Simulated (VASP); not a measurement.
# Mg3ZnS4 (P4/mmm) in VASP: single point with PBE

Aim: the single point of Mg3ZnS4 with PBE.

All numbers are computed with VASP 6.6.1; they aren't measurements. Logs are shortened: lines on timing, memory, paths and dates and some standing lists are left out, and cuts for length are marked.

**1. The cell of the first run**

It takes space group P4/mmm (No. 123, tetragonal). Conventional cell: a = 3.677 Å, b = 3.677 Å, c = 10.397 Å, α = 90.00°, β = 90.00°, γ = 90.00°. Within 3.4 Å of Mg (site symmetry 4mm) lie 6 S at 2.57 to 2.63 Å. Within 3.4 Å of Mg (site symmetry 4/mmm) lie 6 S at 2.60 to 2.64 Å. Within 3.4 Å of Zn (site symmetry 4/mmm) lie 6 S at 2.56 to 2.60 Å. Within 3.4 Å of S (site symmetry 4/mmm) lie 2 Mg at 2.57 Å and 4 Zn at 2.60 Å. Within 3.4 Å of S (site symmetry 4mm) lie 1 Zn at 2.56 Å and 5 Mg at 2.60 to 2.64 Å. Within 3.4 Å of S (site symmetry 4/mmm) lie 6 Mg at 2.60 to 2.63 Å.

**2. Single point, PBE**

Contents of POSCAR:

```
Mg3ZnS4
1.0
    3.6773859000      0.0000000000      0.0000000000
    0.0000000000      3.6773859000      0.0000000000
    0.0000000000      0.0000000000     10.3971707000
Mg Zn S
3 1 4
Direct
    0.0000000000      0.0000000000      0.7527100000
    0.0000000000      0.0000000000      0.2472900000
    0.5000000000      0.5000000000      0.5000000000
    0.5000000000      0.5000000000      0.0000000000
    0.0000000000      0.0000000000      0.0000000000
    0.5000000000      0.5000000000      0.2463500000
    0.0000000000      0.0000000000      0.5000000000
    0.5000000000      0.5000000000      0.7536500000
```

Contents of INCAR.step1:

```
ALGO = Normal
EDIFF = 1E-6
ENCUT = 520
GGA = PE
ISIF = 2
ISMEAR = 0
LASPH = T
LCHARG = T
LREAL = F
LWAVE = F
NBANDS = 31
NELM = 100
PREC = Accurate
SIGMA = 0.02
```

Contents of KPOINTS.step1:

```
k-points
0
Gamma
  8 8 4
```

Contents of INCAR.step2:

```
ALGO = Normal
EDIFF = 1E-6
ENCUT = 520
GGA = PE
ICHARG = 11
ISIF = 2
ISMEAR = -5
LASPH = T
LCHARG = F
LORBIT = 11
LREAL = F
LWAVE = F
NEDOS = 2001
NELM = 100
PREC = Accurate
SIGMA = 0.02
```

Contents of KPOINTS.step2:

```
k-points
0
Gamma
  12 12 6
```

Potentials or basis: VASP PAW PBE potentials, release 64 (Mg, Zn, S).

Command:

```sh
$ cat potpaw_PBE.64/Mg/POTCAR potpaw_PBE.64/Zn/POTCAR potpaw_PBE.64/S/POTCAR > POTCAR
$ cp INCAR.step1 INCAR
$ cp KPOINTS.step1 KPOINTS
$ mpirun -np 1 vasp_std > vasp.out
$ cp INCAR.step2 INCAR
$ cp KPOINTS.step2 KPOINTS
$ mpirun -np 1 vasp_std > vasp.out
```

OUTCAR:

```text
EDIFF = 1E-6
   ENCUT = 520
   GGA = PE
   ICHARG = 11
   ISIF = 2
   ISMEAR = -5
   LASPH = T
   LORBIT = 11
   LREAL = F
   NELM = 100
   PREC = Accurate

 ion  position               nearest neighbor table
   1  0.000  0.000  0.753-   5 2.57   8 2.60   8 2.60   8 2.60   8 2.60   7 2.63
   2  0.000  0.000  0.247-   5 2.57   6 2.60   6 2.60   6 2.60   6 2.60   7 2.63
   3  0.500  0.500  0.500-   7 2.60   7 2.60   7 2.60   7 2.60   8 2.64   6 2.64
   4  0.500  0.500  0.000-   6 2.56   8 2.56   5 2.60   5 2.60   5 2.60   5 2.60
   5  0.000  0.000  0.000-   1 2.57   2 2.57   4 2.60   4 2.60   4 2.60   4 2.60
   6  0.500  0.500  0.246-   4 2.56   2 2.60   2 2.60   2 2.60   2 2.60   3 2.64
   7  0.000  0.000  0.500-   3 2.60   3 2.60   3 2.60   3 2.60   1 2.63   2 2.63
   8  0.500  0.500  0.754-   4 2.56   1 2.60   1 2.60   1 2.60   1 2.60   3 2.64

  LATTYP: Found a simple tetragonal cell.
 ALAT       =     3.6773859000
 C/A-ratio  =     2.8273265256

  Lattice vectors:

 A1 = (   3.6773859000,   0.0000000000,   0.0000000000)
 A2 = (   0.0000000000,   3.6773859000,   0.0000000000)
 A3 = (   0.0000000000,   0.0000000000,  10.3971707000)

Analysis of symmetry for initial positions (statically):
=====================================================================
 Subroutine PRICEL returns:
 Original cell was already a primitive cell.

 Routine SETGRP: Setting up the symmetry group for a
 simple tetragonal supercell.

 Subroutine GETGRP returns: Found 16 space group operations
 (whereof 16 operations were pure point group operations)
 out of a pool of 16 trial point group operations.

The static configuration has the point symmetry D_4h.

Analysis of symmetry for dynamics (positions and initial velocities):
=====================================================================
 Subroutine PRICEL returns:
 Original cell was already a primitive cell.

 Routine SETGRP: Setting up the symmetry group for a
 simple tetragonal supercell.

 Subroutine GETGRP returns: Found 16 space group operations
 (whereof 16 operations were pure point group operations)
 out of a pool of 16 trial point group operations.

The dynamic configuration has the point symmetry D_4h.

 Subroutine INISYM returns: Found 16 space group operations
 (whereof 16 operations are pure point group operations),
 and found     1 'primitive' translations

----------------------------------------------------------------------------------------

                                     Primitive cell

  volume of cell :     140.6027

[... 116 lines left out ...]
   EFERMI =   0.00;   METHOD = LEGACY
   ISMEAR =    -5;   SIGMA  =   0.02  broadening in eV -4-tet -1-fermi 0-gaus
   EFERMI_NEDOS =   21; number of points for ismear=-14 and -15
   IALGO  =     38    algorithm
   IMIX   =      4    mixing-type and parameters
     AMIX     =   0.40;   BMIX     =  1.00
     AMIX_MAG =   1.60;   BMIX_MAG =  1.00
  volume/ion in A,a.u.               =      17.58       118.60
  Fermi-wavevector in a.u.,A,eV,Ry     =   1.094360  2.068040 16.294650  1.197623
  Thomas-Fermi vector in A             =   2.230663
   LORBIT       =     11    0 simple, 1 ext, 2 COOP (PROOUT), +10 PAW based schemes
   GGA     = PE    functional components
   LHFCALC =     F    Hartree Fock is set to
   AEXX    =    0.0000 exact exchange contribution
   IVDW    =     0    specifies the selected vdW correction
   LEPSILON=     F    determine dielectric tensor
   LRPA    =     F    only Hartree local field effects (RPA)
 non-spin polarized calculation
 Fermi weights with tetrahedron method with Bloechl corrections
  energy-cutoff  :      520.00
  volume of cell :      140.60
 maximum number of plane-waves:      3828
 NGX is ok and might be reduce to    28

 number of electron      41.9999998 magnetization

 Free energy of the ion-electron system (eV)
  ---------------------------------------------------
  ext. energy  EPLUGINS =         0.00000000
  ---------------------------------------------------
  free energy    TOTEN  =       -31.68274822 eV

  energy without entropy =      -31.68274822  energy(sigma->0) =      -31.68274822

 E-fermi :   3.7908     XC(G=0):  -9.8989

 val. band max:        3.7829768701   @ k =   0.5000   0.0000   0.0000
 cond. band min:       4.8082668297   @ k =   0.5000   0.5000   0.0000
 fundamental gap:      1.0252899596
 Fermi energy:         3.7907946583

 k-point     1 :       0.0000    0.0000    0.0000
  band No.  band energies     occupation
      1      -9.2326      2.00000
      2      -8.5090      2.00000
      3      -8.4332      2.00000
      4      -7.5519      2.00000
      5      -2.2463      2.00000
      6      -2.2278      2.00000
[... 685 lines left out ...]
     25       8.6768      0.00000
     26       8.8227      0.00000

 [... further k-points ...]
[... 5 lines left out ...]
  --------------------------------------------------------------------------------------
  -------------------------------------------------------------------------------------
  Total       -0.1714626     -0.1714626     -0.1280091      0.0000000      0.0000000     -0.0000000
  in kB       -1.9538281     -1.9538281     -1.4586721      0.0000000      0.0000000     -0.0000000
  external PRESSURE =      -1.7887761 kB  Pullay stress =       0.0000000 kB

 VOLUME and BASIS-vectors are now :
 -----------------------------------------------------------------------------
  energy-cutoff  :      520.00
  volume of cell :      140.60
      direct lattice vectors                 reciprocal lattice vectors
     3.677385900  0.000000000  0.000000000     0.271932298  0.000000000  0.000000000
     0.000000000  3.677385900  0.000000000     0.000000000  0.271932298  0.000000000
     0.000000000  0.000000000 10.397170700     0.000000000  0.000000000  0.096180012

 POSITION                                       TOTAL-FORCE (eV/Angst)
 -----------------------------------------------------------------------------------
      0.00000      0.00000      7.82605        -0.000000     -0.000000     -0.003759
      0.00000      0.00000      2.57112        -0.000000     -0.000000      0.003759
      1.83869      1.83869      5.19859        -0.000000     -0.000000     -0.000000
      1.83869      1.83869      0.00000        -0.000000     -0.000000     -0.000000
      0.00000      0.00000      0.00000        -0.000000     -0.000000     -0.000000
      1.83869      1.83869      2.56134         0.000000      0.000000      0.019900
      0.00000      0.00000      5.19859        -0.000000     -0.000000     -0.000000
      1.83869      1.83869      7.83583        -0.000000      0.000000     -0.019900
 -----------------------------------------------------------------------------------
    total drift:                                0.000000      0.000000     -0.000000

  FREE ENERGIE OF THE ION-ELECTRON SYSTEM (eV)
  ---------------------------------------------------
  free  energy   TOTEN  =       -31.6827482190 eV

  energy  without entropy=      -31.6827482190  energy(sigma->0) =      -31.68274822

 total charge

# of ion       s       p       d       tot
------------------------------------------
    1        0.137   0.127   0.039   0.304
    2        0.137   0.127   0.039   0.304
    3        0.136   0.125   0.038   0.299
    4        0.440   0.330   9.809  10.579
    5        1.329   2.425   0.000   3.754
    6        1.318   2.481   0.000   3.799
    7        1.314   2.497   0.000   3.812
    8        1.318   2.481   0.000   3.799
--------------------------------------------------
tot          6.129  10.594   9.926  26.650
```

OSZICAR.step1:

```text
N       E                     dE             d eps       ncg     rms          rms(c)
DAV:   1     0.245807402569E+03    0.24581E+03   -0.17374E+04  2790   0.126E+03
DAV:   2    -0.450267519285E+01   -0.25031E+03   -0.23558E+03  3026   0.272E+02
DAV:   3    -0.327316901393E+02   -0.28229E+02   -0.27835E+02  3347   0.903E+01
DAV:   4    -0.334819750513E+02   -0.75028E+00   -0.74862E+00  3546   0.162E+01
DAV:   5    -0.334945293592E+02   -0.12554E-01   -0.12552E-01  3481   0.214E+00    0.991E+00
DAV:   6    -0.317684778613E+02    0.17261E+01   -0.30093E+00  4576   0.390E+01    0.788E+00
DAV:   7    -0.316970502614E+02    0.71428E-01   -0.27488E+00  3330   0.719E+00    0.438E+00
DAV:   8    -0.316819865823E+02    0.15064E-01   -0.16579E-01  3330   0.264E+00    0.106E+00
DAV:   9    -0.316818922356E+02    0.94347E-04   -0.12082E-02  3842   0.162E+00    0.279E-01
DAV:  10    -0.316820002794E+02   -0.10804E-03   -0.11000E-03  3437   0.317E-01    0.832E-02
DAV:  11    -0.316821391501E+02   -0.13887E-03   -0.33620E-04  3358   0.103E-01    0.299E-02
DAV:  12    -0.316821448917E+02   -0.57416E-05   -0.11581E-05  3632   0.207E-02    0.314E-02
DAV:  13    -0.316821461772E+02   -0.12855E-05   -0.48286E-06  3397   0.106E-02    0.390E-03
DAV:  14    -0.316821458466E+02    0.33056E-06   -0.34730E-07  2193   0.439E-03
   1 F= -.31682146E+02 E0= -.31682146E+02  d E =-.169473E-17
```

Run time: 6.4 min. Hardware: 1 thread of Intel Xeon Platinum 8259CL at 2.50GHz (Skylake/Cascade Lake), shared host; peak memory 0.52 GiB.

What came out:

| Quantity | Value |
| --- | --- |
| Valence electrons inside the program's atomic spheres | Mg 0.30; Zn 10.58; S 3.75, 3.80, 3.81 (each value once) |

Levels at points of the mesh, in eV from the valence-band top:
```csv
k point,band 19,band 20,band 21,band 22,band 23,band 24
"(0.00, 0.00, 0.00)",-0.30,-0.28,-0.28,1.32,3.19,4.28
"(0.50, 0.00, 0.00)",-0.80,-0.36,0.00,4.12,4.25,4.91
"(0.50, 0.50, 0.00)",-1.98,-1.98,-1.93,1.03,2.56,4.43
"(0.00, 0.00, 0.50)",-0.61,-0.58,-0.58,1.73,3.05,4.34
"(0.50, 0.00, 0.50)",-0.89,-0.82,0.00,4.69,5.06,5.08
"(0.50, 0.50, 0.50)",-2.41,-2.31,-2.29,1.74,3.27,3.55
```
